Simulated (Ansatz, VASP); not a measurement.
# GaN: VASP beside Ansatz

POSCAR

```
GaN
1.0
    0.0000000000      2.2535006075      2.2535006075
    2.2535006075      0.0000000000      2.2535006075
    2.2535006075      2.2535006075      0.0000000000
Ga N
1 1
Direct
    0.0000000000      0.0000000000      0.0000000000
    0.2500000000      0.2500000000      0.2500000000
```

INCAR.step1

```
  PREC = Accurate
  ENCUT = 520
  EDIFF = 1E-5
  ISMEAR = -1
  SIGMA = 0.05
  LREAL = F
  LASPH = T
  NELM = 80
  ALGO = Normal
  ISIF = 2
  LWAVE = T
  LCHARG = F
  NBANDS = 16
  GGA = PE
```

File INCAR.step2:

```
  PREC = Accurate
  ENCUT = 520
  EDIFF = 1E-7
  ISMEAR = -1
  SIGMA = 0.05
  LREAL = F
  LASPH = T
  NELM = 80
  ALGO = Normal
  ISIF = 2
  LWAVE = F
  LCHARG = F
  GGA = PE
  LHFCALC = T
  AEXX = 0.25
  HFSCREEN = 0.2
  PRECFOCK = Normal
  NBANDS = 16
  ISTART = 1
```

KPOINTS

```
regular mesh
0
Gamma
  5 5 5
```

The input input.yaml:

```yaml
crystal:
  lattice:
    - [0.0, 2.2535006075, 2.2535006075]
    - [2.2535006075, 0.0, 2.2535006075]
    - [2.2535006075, 2.2535006075, 0.0]
  atoms:
    - { symbol: Ga, position: [0.0, 0.0, 0.0] }
    - { symbol: "N", position: [0.25, 0.25, 0.25] }
hamiltonian:
  xc: { exchange: pbe, correlation: pbe, exx: { coeff: 0.25, omega: 0.2 } }
  pseudopotentials: { kind: paw }
kpoints:
  mp_grid: { grid: [5, 5, 5] }
scf:
  occupations: { method: fermi_dirac, width: 0.05 }
output:
  forces: true
  stress: true
  eigenvalues: true
```

Alike in both runs: task single point; functional PBE-based screened hybrid; k mesh 5 × 5 × 5; occupations fermi-dirac, width 0.05 eV; no spin polarisation.

|  | VASP | Ansatz |
| --- | --- | --- |
| version | VASP 6.6.1 | Ansatz 0.2.0 |
| potentials or method | VASP PAW PBE potentials, release 64 (Ga_d, N) | Ansatz PAW |
| plane-wave cutoff (eV) | 520 | 420 |
| valence electrons in the cell | 18 | 18 |

VASP gave:

| Item | Value |
| --- | --- |
| gap on the k mesh at the Fermi level (eV) | 3.01 |
| least direct gap on the mesh (eV) | 3.01 |
| pressure (GPa) | -1.4 |

Question: Which values does Ansatz return?

Answer: gap on the k mesh at the Fermi level (eV): 2.99; least direct gap on the mesh (eV): 2.99; pressure (GPa): -1.3.

VASP's potentials were made for PBE, not for PBE-based screened hybrid. With one functional, cell and mesh, what is left measures potentials, basis and numerics.

The k mesh is coarse, so the values compare programs but aren't converged. Noted on Ansatz's run: odd divisions of the mesh miss points on the zone boundary, where band edges often lie, so the gap on the mesh can be too wide.
